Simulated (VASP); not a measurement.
# LiH (Fm-3m) in VASP: a series of runs

The runs below take LiH through single point, with PBE, r2SCAN.

All numbers are computed with VASP 6.6.1; they aren't measurements. Logs are shortened: lines on timing, memory, paths and dates and some standing lists are left out, and cuts for length are marked.

## 1. The cell of the first run

The structure is cubic, space group Fm-3m (No. 225). Conventional cell: a = 3.997 Å, b = 3.997 Å, c = 3.997 Å, α = 90.00°, β = 90.00°, γ = 90.00°. Within 2.6 Å of Li (site symmetry m-3m) lie 6 H at 2.00 Å. H (site symmetry m-3m) has 6 Li at 2.00 Å within 2.6 Å.

## 2. Single point, PBE

INCAR reads:

```
ALGO = Normal ; EDIFF = 1E-6
ENCUT = 520 ; GGA = PE
ISIF = 2 ; ISMEAR = 0
LASPH = True ; LCHARG = False
LREAL = False ; LWAVE = False
NBANDS = 9 ; NELM = 100
PREC = Accurate ; SIGMA = 0.01
```

KPOINTS reads:

```
k-points
0
Gamma
  10 10 10
```

POSCAR reads:

```
LiH
1.0
    0.0000000000      1.9984726952      1.9984726952
    1.9984726952      0.0000000000      1.9984726952
    1.9984726952      1.9984726952      0.0000000000
Li H
1 1
Direct
    0.0000000000      0.0000000000      0.0000000000
    0.5000000000      0.5000000000      0.5000000000
```

Potentials or basis: VASP PAW PBE potentials, release 64 (Li_sv, H).

Run with:

```sh
cat potpaw_PBE.64/Li_sv/POTCAR potpaw_PBE.64/H/POTCAR > POTCAR
mpirun -np 1 vasp_std > vasp.out
```

OUTCAR:

```text
EDIFF = 1E-6
   ENCUT = 520
   GGA = PE
   ISIF = 2
   ISMEAR = 0
   LASPH = True
   LREAL = False
   NELM = 100
   PREC = Accurate

 ion  position               nearest neighbor table
   1  0.000  0.000  0.000-
   2  0.500  0.500  0.500-

  LATTYP: Found a face centered cubic cell.
 ALAT       =     3.9969453904

  Lattice vectors:

 A1 = (   0.0000000000,   1.9984726952,   1.9984726952)
 A2 = (   1.9984726952,   0.0000000000,   1.9984726952)
 A3 = (   1.9984726952,   1.9984726952,   0.0000000000)

Analysis of symmetry for initial positions (statically):
=====================================================================
 Subroutine PRICEL returns:
 Original cell was already a primitive cell.

 Routine SETGRP: Setting up the symmetry group for a
 face centered cubic supercell.

 Subroutine GETGRP returns: Found 48 space group operations
 (whereof 48 operations were pure point group operations)
 out of a pool of 48 trial point group operations.

The static configuration has the point symmetry O_h .

Analysis of symmetry for dynamics (positions and initial velocities):
=====================================================================
 Subroutine PRICEL returns:
 Original cell was already a primitive cell.

 Routine SETGRP: Setting up the symmetry group for a
 face centered cubic supercell.

 Subroutine GETGRP returns: Found 48 space group operations
 (whereof 48 operations were pure point group operations)
 out of a pool of 48 trial point group operations.

The dynamic configuration has the point symmetry O_h .

 Subroutine INISYM returns: Found 48 space group operations
 (whereof 48 operations are pure point group operations),
 and found     1 'primitive' translations

----------------------------------------------------------------------------------------

                                     Primitive cell

  volume of cell :      15.9634

  direct lattice vectors                    reciprocal lattice vectors
     0.000000000  1.998472695  1.998472695    -0.250191059  0.250191059  0.250191059
     1.998472695  0.000000000  1.998472695     0.250191059 -0.250191059  0.250191059
     1.998472695  1.998472695  0.000000000     0.250191059  0.250191059 -0.250191059

  length of vectors
     2.826267190  2.826267190  2.826267190     0.433343626  0.433343626  0.433343626

  position of ions in fractional coordinates (direct lattice)
[... 82 lines left out ...]
   NSW    =      0    number of steps for IOM
   IBRION =     -1    ionic relax: 0-MD 1-quasi-New 2-CG
   NFREE  =      0    steps in history (QN), initial steepest desc. (CG)
   ISIF   =      2    stress and relaxation
   ISYM   =      2    0-nonsym 1-usesym 2-fastsym
   POTIM  = 0.5000    time-step for ionic-motion
   TEBEG  =    0.0;   TEEND  =   0.0 temperature during run
   PSTRESS=    0.0 pullay stress
   NELECT =       4.0000    total number of electrons
   NUPDOWN=      -1.0000    fix difference up-down
   EMIN   =  10.00;   EMAX   =-10.00  energy-range for DOS
   EFERMI =   0.00;   METHOD = LEGACY
   ISMEAR =     0;   SIGMA  =   0.01  broadening in eV -4-tet -1-fermi 0-gaus
   EFERMI_NEDOS =   21; number of points for ismear=-14 and -15
   IALGO  =     38    algorithm
   IMIX   =      4    mixing-type and parameters
     AMIX     =   0.40;   BMIX     =  1.00
     AMIX_MAG =   1.60;   BMIX_MAG =  1.00
  volume/ion in A,a.u.               =       7.98        53.86
  Fermi-wavevector in a.u.,A,eV,Ry     =   1.032096  1.950378 14.493217  1.065221
  Thomas-Fermi vector in A             =   2.166276
   LORBIT       =      0    0 simple, 1 ext, 2 COOP (PROOUT), +10 PAW based schemes
   GGA     = PE    functional components
   LHFCALC =     F    Hartree Fock is set to
   AEXX    =    0.0000 exact exchange contribution
   IVDW    =     0    specifies the selected vdW correction
   LEPSILON=     F    determine dielectric tensor
   LRPA    =     F    only Hartree local field effects (RPA)
 non-spin polarized calculation
 Gauss-broadening in eV      SIGMA  =   0.01
  energy-cutoff  :      520.00
  volume of cell :       15.96
 maximum number of plane-waves:       444
 NGX is ok and might be reduce to    24
   NGX = 11   NGY = 11   NGZ = 11

 number of electron       3.9999996 magnetization

 Free energy of the ion-electron system (eV)
  ---------------------------------------------------
  ext. energy  EPLUGINS =         0.00000000
  ---------------------------------------------------
  free energy    TOTEN  =        -6.12692976 eV

  energy without entropy =       -6.12692976  energy(sigma->0) =       -6.12692976

 E-fermi :   0.1962     XC(G=0):  -8.5396

 val. band max:        0.1320161205   @ k =   0.5000   0.5000   0.0000
 cond. band min:       3.1048273593   @ k =   0.5000   0.5000   0.0000
 fundamental gap:      2.9728112388
 Fermi energy:         0.1962085583

 k-point     1 :       0.0000    0.0000    0.0000
  band No.  band energies     occupation
      1     -44.1507      2.00000
      2      -5.3343      2.00000
      3      16.3389      0.00000
      4      18.1121      0.00000
      5      18.1121      0.00000
      6      18.1121      0.00000
      7      22.8435      0.00000
      8      22.8435      0.00000
      9      22.8435      0.00000
[... 265 lines left out ...]
 k-point    24 :       0.4000    0.3000    0.0000
  band No.  band energies     occupation
      1     -44.1004      2.00000
      2      -2.2036      2.00000
      3       6.8462      0.00000
      4      10.6481      0.00000
      5      11.9814      0.00000
      6      16.4410      0.00000
      7      17.7994      0.00000
      8      29.8676      0.00000
      9      30.3255      0.00000

 [... further k-points ...]

------------------------ aborting loop because EDIFF is reached ----------------------------------------

  FORCE on cell =-STRESS in cart. coord.  units (eV):
  Direction    XX          YY          ZZ          XY          YZ          ZX
  --------------------------------------------------------------------------------------
  -------------------------------------------------------------------------------------
  Total        0.0019395      0.0019395      0.0019395     -0.0000000     -0.0000000     -0.0000000
  in kB        0.1946600      0.1946600      0.1946600     -0.0000000     -0.0000000     -0.0000000
  external PRESSURE =       0.1946600 kB  Pullay stress =       0.0000000 kB

 VOLUME and BASIS-vectors are now :
 -----------------------------------------------------------------------------
  energy-cutoff  :      520.00
  volume of cell :       15.96
      direct lattice vectors                 reciprocal lattice vectors
     0.000000000  1.998472695  1.998472695    -0.250191059  0.250191059  0.250191059
     1.998472695  0.000000000  1.998472695     0.250191059 -0.250191059  0.250191059
     1.998472695  1.998472695  0.000000000     0.250191059  0.250191059 -0.250191059

 POSITION                                       TOTAL-FORCE (eV/Angst)
 -----------------------------------------------------------------------------------
      0.00000      0.00000      0.00000         0.000000     -0.000000     -0.000000
      1.99847      1.99847      1.99847         0.000000      0.000000      0.000000
 -----------------------------------------------------------------------------------
    total drift:                                0.000000     -0.000000     -0.000000

  FREE ENERGIE OF THE ION-ELECTRON SYSTEM (eV)
  ---------------------------------------------------
  free  energy   TOTEN  =        -6.1269297571 eV

  energy  without entropy=       -6.1269297571  energy(sigma->0) =       -6.12692976
```

OSZICAR:

```text
N       E                     dE             d eps       ncg     rms          rms(c)
DAV:   1    -0.208263890475E+01   -0.20826E+01   -0.13769E+03   862   0.410E+02
DAV:   2    -0.631226621258E+01   -0.42296E+01   -0.42086E+01  1209   0.546E+01
DAV:   3    -0.636967964938E+01   -0.57413E-01   -0.57386E-01  1016   0.500E+00
DAV:   4    -0.637000143359E+01   -0.32178E-03   -0.32175E-03  1145   0.340E-01
DAV:   5    -0.637000388847E+01   -0.24549E-05   -0.24549E-05  1012   0.185E-02    0.288E+00
DAV:   6    -0.618685669429E+01    0.18315E+00   -0.14819E-01   943   0.120E+00    0.144E+00
DAV:   7    -0.612522303315E+01    0.61634E-01   -0.19243E-01  1003   0.154E+00    0.220E-01
DAV:   8    -0.612700238951E+01   -0.17794E-02   -0.43160E-03  1011   0.427E-01    0.429E-02
DAV:   9    -0.612693599166E+01    0.66398E-04   -0.15330E-04  1100   0.483E-02    0.649E-03
DAV:  10    -0.612693047290E+01    0.55188E-05   -0.60998E-06   969   0.176E-02    0.231E-03
DAV:  11    -0.612692975712E+01    0.71577E-06   -0.16948E-07   604   0.192E-03
   1 F= -.61269298E+01 E0= -.61269298E+01  d E =-.215133E-22
```

stdout:

```text
POSCAR found type information on POSCAR LiH
 POSCAR found :  2 types and       2 ions
 scaLAPACK will be used
 LDA part: xc-table for (Slater+PW92), standard interpolation
 POSCAR, INCAR and KPOINTS ok, starting setup
 FFT: planning ... GRIDC
 FFT: planning ... GRID_SOFT
 FFT: planning ... GRID
 WAVECAR not read
 entering main loop
```

It took 12 s on 1 thread of AMD EPYC 7R13, shared host; peak memory 0.1 GiB.

What came out:

- Free energy: -6.1269 eV
- Band gap on the k mesh: 2.97 eV, direct

Levels at points of the mesh, in eV from the valence-band top:
```csv
k point,band 1,band 2,band 3,band 4,band 5,band 6,band 7
"(0.00, 0.00, 0.00)",-44.28,-5.47,16.21,17.98,17.98,17.98,22.71
"(0.50, 0.00, 0.00)",-44.23,-2.65,4.94,13.74,16.58,16.58,19.16
"(0.50, 0.50, 0.00)",-44.22,0.00,2.97,10.86,10.86,14.03,17.40
```

Caveat: the cutoff is under 1.25 times the usual one of these potentials, so pressure, stress and relaxed cells hold a basis-set (Pulay) error.

[end of part 1 of 2]
